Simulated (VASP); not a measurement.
Input of a VASP 6.6.1 run:

The input INCAR:

```
PREC     = Accurate       # precision mode
ENCUT    = 520            # plane-wave cutoff, eV
EDIFF    = 1E-6           # SCF threshold, eV
ISMEAR   = 0              # smearing method
SIGMA    = 0.012          # smearing width, eV
LREAL    = False          # projectors in reciprocal space
LASPH    = True           # aspherical terms in the spheres
NELM     = 60             # most SCF steps
ALGO     = Fast           # electronic algorithm
ISIF     = 2              # what is computed and relaxed
LWAVE    = False          # write WAVECAR
LCHARG   = True           # write CHGCAR
GGA      = PE             # functional
LELF     = True           # ELF
LVHAR    = True         
NBANDS   = 12             # bands
```

The input KPOINTS:

```
Automatic mesh
0
Gamma
  11 11 11
```

POSCAR

```
Ta
1.0
   -1.6512800000      1.6512800000      1.6512800000
    1.6512800000     -1.6512800000      1.6512800000
    1.6512800000      1.6512800000     -1.6512800000
Ta
1
Direct
    0.0000000000      0.0000000000      0.0000000000
```

Potentials or basis: VASP PAW PBE potentials, release 64 (Ta_pv).

Run with:

```bash
$ cat potpaw_PBE.64/Ta_pv/POTCAR > POTCAR
$ mpirun -np 1 vasp_std > vasp.out
```

Task: Predict the pressure.

Result: 2.2 GPa.
